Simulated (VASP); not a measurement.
# Si (P-1) in VASP: single point with RPBE

Aim: the single point of Si with RPBE.

Program: VASP 6.6.1. These are calculated values, not measurements. Logs are shortened: lines on timing, memory, paths and dates and some standing lists are left out, and cuts for length are marked.

## (1) The cell of the first run

The typed cell holds 1 atom: a = 2.629 Å, b = 2.848 Å, c = 2.604 Å, α = 103.37°, β = 99.68°, γ = 122.78°.

## (2) Single point, RPBE

INCAR

```
PREC = Accurate
ENCUT = 500
EDIFF = 1E-6
ISMEAR = -1
SIGMA = 0.05
LREAL = F
LASPH = T
NELM = 120
ALGO = Normal
ISIF = 2
LWAVE = F
LCHARG = F
GGA = RP
NBANDS = 8
GGA_COMPAT = F
```

KPOINTS

```
regular mesh
0
Gamma
  13 13 11
```

POSCAR

```
Si
1.0
   -1.6123318985      1.6968931848      1.1959618082
    1.7861243915     -1.6979353024      1.4280369363
    1.5915589465      1.6776375840     -1.1968388589
Si
1
Direct
    0.0000000000      0.0000000000      0.0000000000
```

Potentials or basis: VASP PAW PBE potentials, release 64 (Si).

The run is started by

```sh
> cat potpaw_PBE.64/Si/POTCAR > POTCAR
> mpirun -np 1 vasp_std > vasp.out
```

OUTCAR:

```text
PREC = Accurate
   ENCUT = 500
   EDIFF = 1E-6
   ISMEAR = -1
   LREAL = F
   LASPH = T
   NELM = 120
   ISIF = 2
   GGA = RP

 ion  position               nearest neighbor table
   1  0.000  0.000  0.000-

  LATTYP: Found a triclinic cell.
 ALAT       =     2.8482475532
 B/A-ratio  =     1.1847968817
 C/A-ratio  =     0.9232863049
 COS(alpha) =     0.0010624145
 COS(beta)  =     0.5419569727
 COS(gamma) =     0.6001125293

  Lattice vectors:

 A1 = (  -1.7861243915,   1.6979353024,  -1.4280369363)
 A2 = (  -0.0207729520,   3.3745307688,  -0.0008770507)
 A3 = (  -0.1737924930,   0.0010421176,  -2.6239987445)

Analysis of symmetry for initial positions (statically):
=====================================================================
 Subroutine PRICEL returns:
 Original cell was already a primitive cell.

 Routine SETGRP: Setting up the symmetry group for a
 triclinic supercell.

 Subroutine GETGRP returns: Found  2 space group operations
 (whereof  2 operations were pure point group operations)
 out of a pool of  2 trial point group operations.

The static configuration has the point symmetry S_2 .

Analysis of symmetry for dynamics (positions and initial velocities):
=====================================================================
 Subroutine PRICEL returns:
 Original cell was already a primitive cell.

 Routine SETGRP: Setting up the symmetry group for a
 triclinic supercell.

 Subroutine GETGRP returns: Found  2 space group operations
 (whereof  2 operations were pure point group operations)
 out of a pool of  2 trial point group operations.

The dynamic configuration has the point symmetry S_2 .

 Subroutine INISYM returns: Found  2 space group operations
 (whereof  2 operations are pure point group operations),
 and found     1 'primitive' translations

----------------------------------------------------------------------------------------

                                     Primitive cell

  volume of cell :      14.8859

  direct lattice vectors                    reciprocal lattice vectors
    -1.612331898  1.696893185  1.195961808    -0.024423937  0.296286647  0.382833058
     1.786124392 -1.697935302  1.428036936     0.271215363  0.001763929  0.363135328
     1.591558946  1.677637584 -1.196838859     0.299201065  0.298174200 -0.019698244

  length of vectors
     2.628570957  2.848247553  2.603833904     0.484709661  0.453241824  0.422867771

  position of ions in fractional coordinates (direct lattice)
     0.000000000  0.000000000  0.000000000

[... 72 lines left out ...]
   LASPH  =      T    aspherical Exc in radial PAW
   ENCUT  =  500.0 eV  36.75 Ry    6.06 a.u.   4.79  5.19  4.75*2*pi/ulx,y,z
   NELM   =    120;   NELMIN=  2; NELMDL= -5     # of ELM steps
   EDIFF  = 0.1E-05   stopping-criterion for ELM
   LREAL  =      F    real-space projection
   EDIFFG = 0.1E-04   stopping-criterion for IOM
   NSW    =      0    number of steps for IOM
   IBRION =     -1    ionic relax: 0-MD 1-quasi-New 2-CG
   NFREE  =      0    steps in history (QN), initial steepest desc. (CG)
   ISIF   =      2    stress and relaxation
   ISYM   =      2    0-nonsym 1-usesym 2-fastsym
   POTIM  = 0.5000    time-step for ionic-motion
   TEBEG  =    0.0;   TEEND  =   0.0 temperature during run
   PSTRESS=    0.0 pullay stress
   NELECT =       4.0000    total number of electrons
   NUPDOWN=      -1.0000    fix difference up-down
   EMIN   =  10.00;   EMAX   =-10.00  energy-range for DOS
   EFERMI =   0.00;   METHOD = LEGACY
   ISMEAR =    -1;   SIGMA  =   0.05  broadening in eV -4-tet -1-fermi 0-gaus
   EFERMI_NEDOS =   21; number of points for ismear=-14 and -15
   IALGO  =     38    algorithm
   IMIX   =      4    mixing-type and parameters
     AMIX     =   0.40;   BMIX     =  1.00
     AMIX_MAG =   1.60;   BMIX_MAG =  1.00
  volume/ion in A,a.u.               =      14.89       100.46
  Fermi-wavevector in a.u.,A,eV,Ry     =   1.056418  1.996341 15.184373  1.116020
  Thomas-Fermi vector in A             =   2.191653
   LORBIT       =      0    0 simple, 1 ext, 2 COOP (PROOUT), +10 PAW based schemes
   GGA     = RP    functional components
   LHFCALC =     F    Hartree Fock is set to
   AEXX    =    0.0000 exact exchange contribution
   IVDW    =     0    specifies the selected vdW correction
   LEPSILON=     F    determine dielectric tensor
   LRPA    =     F    only Hartree local field effects (RPA)
 non-spin polarized calculation
  energy-cutoff  :      500.00
  volume of cell :       14.89
 maximum number of plane-waves:       392
   NGX =  9   NGY = 11   NGZ =  9

 number of electron       4.0000000 magnetization

 Free energy of the ion-electron system (eV)
  ---------------------------------------------------
  ext. energy  EPLUGINS =         0.00000000
  ---------------------------------------------------
  free energy    TOTEN  =        -4.65633693 eV

  energy without entropy =       -4.65391821  energy(sigma->0) =       -4.65512757

 E-fermi :   9.8028     XC(G=0): -11.0435

 val. band max:        9.8019837118   @ k =   0.4615  -0.3846   0.3636
 cond. band min:       9.8045158685   @ k =   0.0769   0.1538   0.1818
 fundamental gap:      0.0025321567
 Fermi energy:         9.8027811657

 k-point     1 :       0.0000    0.0000    0.0000
  band No.  band energies     occupation
      1      -4.3717      2.00000
      2      18.5691      0.00000
      3      18.6253      0.00000
      4      19.1791      0.00000
      5      21.2789      0.00000
      6      22.4567      0.00000
      7      24.9254      0.00000
      8      25.6685      0.00000
[... 243 lines left out ...]
 k-point    24 :       0.2308    0.1538   -0.0000
  band No.  band energies     occupation
      1      -0.5100      2.00000
      2      10.1934      0.00081
      3      11.7938      0.00000
      4      16.0573      0.00000
      5      19.8552      0.00000
      6      22.3492      0.00000
      7      24.9302      0.00000
      8      27.1503      0.00000

 [... further k-points ...]
[... 5 lines left out ...]
  --------------------------------------------------------------------------------------
  -------------------------------------------------------------------------------------
  Total       -0.0344895     -0.0357747     -0.0473736     -0.0009728      0.0003044      0.0025326
  in kB       -3.7121073     -3.8504343     -5.0988262     -0.1046991      0.0327627      0.2725824
  external PRESSURE =      -4.2204560 kB  Pullay stress =       0.0000000 kB

 VOLUME and BASIS-vectors are now :
 -----------------------------------------------------------------------------
  energy-cutoff  :      500.00
  volume of cell :       14.89
      direct lattice vectors                 reciprocal lattice vectors
    -1.612331898  1.696893185  1.195961808    -0.024423937  0.296286647  0.382833058
     1.786124392 -1.697935302  1.428036936     0.271215363  0.001763929  0.363135328
     1.591558946  1.677637584 -1.196838859     0.299201065  0.298174200 -0.019698244

 POSITION                                       TOTAL-FORCE (eV/Angst)
 -----------------------------------------------------------------------------------
      0.00000      0.00000      0.00000         0.000000      0.000000      0.000000
 -----------------------------------------------------------------------------------
    total drift:                                0.000000      0.000000     -0.000000

  FREE ENERGIE OF THE ION-ELECTRON SYSTEM (eV)
  ---------------------------------------------------
  free  energy   TOTEN  =        -4.6563369273 eV

  energy  without entropy=       -4.6539182064  energy(sigma->0) =       -4.65512757
```

Run time: 1.9 min. Hardware: 1 thread of Intel Xeon 8259CL, shared host; peak memory 0.2 GiB.

What came out:

```
Free energy            : -4.6563 eV
Pressure               : -0.4 GPa
Band gap on the k mesh : zero (bands 2 and 3 overlap by 12.00 eV)
```

Caveat: the PAW data sets were made with another functional, which shifts forces and pressure a little.
